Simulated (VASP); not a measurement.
Runs of VASP 6.6.1 on C4F. The structure is that of space group R-3m (No. 166), or close to it. The cells are those of the table. The cell was generated, and may not be a known phase.

```csv
task,spin,cell,k mesh,gap on the mesh (eV),pressure (GPa)
single point,collinear,"a = 4.494 Å, angles 62.5°, 5 atoms",6 × 6 × 6,none,-26.2
single point,off,"a = 3.512 Å, angles 73.0°, 5 atoms",6 × 6 × 6,none,-0.4
single point,off,"a = 4.494 Å, angles 62.5°, 5 atoms",6 × 6 × 6,none,-26.2
relaxation of cell and atoms,off,"relaxed from a = 4.494 Å, angles 62.5°, 5 atoms",6 × 6 × 6,none,0.1
single point,off,"a = 3.506 Å, angles 73.1°, 5 atoms",12 × 12 × 12,none,(a)
```

Alike in all rows: level PBE+D3(BJ); potentials or basis VASP PAW PBE potentials, release 64 (C, F); cutoff (eV) 600; smearing gaussian 0.1 eV.

Task: Fill in the values left out.

Result: (a) -0.3.

Caveats: an odd number of electrons without spin polarisation forces a metal (at least some runs); a magnetic or distorted state may lie lower (at least some runs); the stress differs along the axes, from -31 to -24 GPa (at least some runs).

A gap of «none» marks levels without a gap at the run's occupations.
